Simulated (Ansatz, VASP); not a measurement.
## One calculation of Mg, two programs

INCAR

```
PREC = Accurate ; ENCUT = 520
EDIFF = 1E-6 ; ISMEAR = -1
SIGMA = 0.08 ; LREAL = False
LASPH = True ; NELM = 60
ALGO = Normal ; ISIF = 2
LWAVE = False ; LCHARG = False
GGA = PE ; NBANDS = 10
```

Contents of KPOINTS:

```
regular mesh
0
Gamma
  7 7 10
```

The input POSCAR:

```
Mg
1.0
    5.1026261106      0.0000000000      0.0000000000
   -2.5513130553      4.4190038378      0.0000000000
    0.0000000000      0.0000000000      3.0986983489
Mg
3
Direct
    0.0000000000      0.0000000000      0.0000000000
    0.3333333333      0.6666666667      0.5000000000
    0.6666666667      0.3333333333      0.5000000000
```

Input for Ansatz:

```yaml
crystal:
  lattice:
    - [5.1026261106, 0.0, 0.0]
    - [-2.5513130553, 4.4190038378, 0.0]
    - [0.0, 0.0, 3.0986983489]
  atoms:
    - { symbol: Mg, position: [0.0, 0.0, 0.0] }
    - { symbol: Mg, position: [0.3333333333, 0.6666666667, 0.5] }
    - { symbol: Mg, position: [0.6666666667, 0.3333333333, 0.5] }
kpoints:
  mp_grid: { grid: [7, 7, 10] }
scf:
  occupations: { method: fermi_dirac, width: 0.08 }
hamiltonian:
  xc: pbe
  pseudopotentials: { kind: nc }
output:
  forces: true
  stress: true
  eigenvalues: true
```

Change from the starting cell: volume scaled by 1, norm-conserving files.

Alike in both runs: task single point; functional PBE; k mesh 7 × 7 × 10; occupations fermi-dirac, width 0.08 eV; no spin polarisation.

|  | VASP | Ansatz |
| --- | --- | --- |
| version | VASP 6.6.1 | Ansatz 0.2.0 |
| potentials or method | VASP PAW PBE potentials, release 64 (Mg) | norm-conserving pseudopotentials, scalar-relativistic |
| plane-wave cutoff (eV) | 520 | 1143 |
| valence electrons in the cell | 6 | 30 |

```tsv
	VASP	Ansatz	Ansatz less VASP
pressure (GPa)	-0.1	0.0	+0.11
```

VASP's potentials hold 6 valence electrons a cell and Ansatz's 30, so a difference there can come from the potentials and not from the codes.
